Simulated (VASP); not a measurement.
Runs of VASP 6.6.1 on BP. The structure is that of space group F-43m (No. 216), or close to it. The cells are those of the table. 

```tsv
cell	gap on the mesh (eV)	pressure (GPa)
a = 3.235 Å, angles 60.0°, 2 atoms	1.30	-3.0
a = 3.098 Å, angles 60.0°, 2 atoms	(a)	22.1
a = 3.127 Å, angles 60.0°, 2 atoms	(b)	15.8
a = 3.154 Å, angles 60.0°, 2 atoms	1.21	10.3
a = 3.182 Å, angles 60.0°, 2 atoms	1.24	5.3
a = 3.287 Å, angles 60.0°, 2 atoms	1.36	-9.5
a = 3.261 Å, angles 60.0°, 2 atoms	1.33	-6.4
a = 3.312 Å, angles 60.0°, 2 atoms	1.38	-12.2
```

Alike in all rows: task single point; level PBE; potentials or basis VASP PAW PBE potentials, release 64 (B, P); no spin polarisation; k mesh 8 × 8 × 8; cutoff (eV) 500; smearing gaussian 0.01 eV.

Q: Estimate the missing entries.

A: (a) 1.11; (b) 1.17.

A k mesh can miss the band edges.
